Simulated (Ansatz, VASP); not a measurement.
**Two plane-wave programs on Si**

Contents of INCAR:

```
  PREC = Accurate
  ENCUT = 520
  EDIFF = 1E-6
  ISMEAR = 0
  SIGMA = 0.1
  LREAL = F
  LASPH = T
  NELM = 60
  ALGO = Normal
  ISIF = 2
  LWAVE = F
  LCHARG = F
  GGA = PS
  NBANDS = 11
```

File KPOINTS:

```
regular mesh
0
Gamma
  6 6 6
```

File POSCAR:

```
Si
1.0
    0.0000000000      2.7185000000      2.7185000000
    2.7185000000      0.0000000000      2.7185000000
    2.7185000000      2.7185000000      0.0000000000
Si
2
Direct
    0.5000000000      0.5000000000      0.5000000000
    0.7500000000      0.7500000000      0.7500000000
```

Input for Ansatz:

```yaml
crystal:
  lattice:
    - [0.0, 2.7185, 2.7185]
    - [2.7185, 0.0, 2.7185]
    - [2.7185, 2.7185, 0.0]
  atoms:
    - { symbol: Si, position: [0.5, 0.5, 0.5] }
    - { symbol: Si, position: [0.75, 0.75, 0.75] }
basis:
  ecutwfc: 420
kpoints:
  mp_grid: { grid: [6, 6, 6] }
hamiltonian:
  xc: pbesol
  pseudopotentials: { kind: paw, azcp: { folder: soft_1 } }
scf:
  occupations: { method: gaussian, width: 0.1 }
output:
  forces: true
  stress: true
  eigenvalues: true
```

Alike in both runs: task single point; functional PBEsol; k mesh 6 × 6 × 6; occupations gaussian, width 0.1 eV; no spin polarisation.

|  | VASP | Ansatz |
| --- | --- | --- |
| version | VASP 6.6.1 | Ansatz 0.2.0 |
| potentials or method | VASP PAW PBE potentials, release 64 (Si), cutoff 520 eV | scalar-relativistic, plane waves, PAW |
| valence electrons in the cell | 8 | 8 |

Ansatz gave:

```
gap on the k mesh at the Fermi level (eV) : 0.60
least direct gap on the mesh (eV)         : 2.51
pressure (GPa)                            : -0.1
```

What did VASP give for the same quantities?

gap on the k mesh at the Fermi level (eV): 0.59; least direct gap on the mesh (eV): 2.51; pressure (GPa): 0.0.

VASP's potentials were made for PBE, not for PBEsol, and Ansatz warns of the same on its side. The functional is the same, so the differences come from potentials, cutoffs and numerics.
